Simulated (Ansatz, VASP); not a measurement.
One calculation of YHf2, two programs

```
Y Hf
1.0
    -2.19463    2.19463    3.59941
     2.19463   -2.19463    3.59941
     2.19463    2.19463   -3.59941
Y Hf
1 2
Cartesian
  0.0000 0.0000 0.0000
  0.0000 0.0000 4.2689
  0.0000 0.0000 2.9299
```

Alike in both runs: task relaxation of cell and atoms; functional PBE; k mesh 6 × 6 × 6; occupations gaussian, width 0.1 eV; no spin polarisation.

```csv
,VASP,Ansatz
version,VASP 6.6.1,Ansatz 0.2.0
potentials or method,"VASP PAW PBE potentials, release 64 (Y_sv, Hf_pv), cutoff 600 eV","scalar-relativistic, plane waves, PAW"
valence electrons in the cell,31,63
```

```csv
,VASP,Ansatz,Ansatz less VASP
"gap on the k mesh at the Fermi level, each at its own relaxed structure (eV)",none,none,-
relaxed volume (Å³/atom),25.51,25.59,+0.076
relaxed cell length with the largest relative difference (Å),5.995,6.004,+0.0085
```

A gap of «none» marks a metal or a gap that the smearing closes. VASP's potentials hold 31 valence electrons a cell and Ansatz's 63, so a difference there can come from the potentials and not from the codes.

Neither program's run includes spin-orbit coupling.
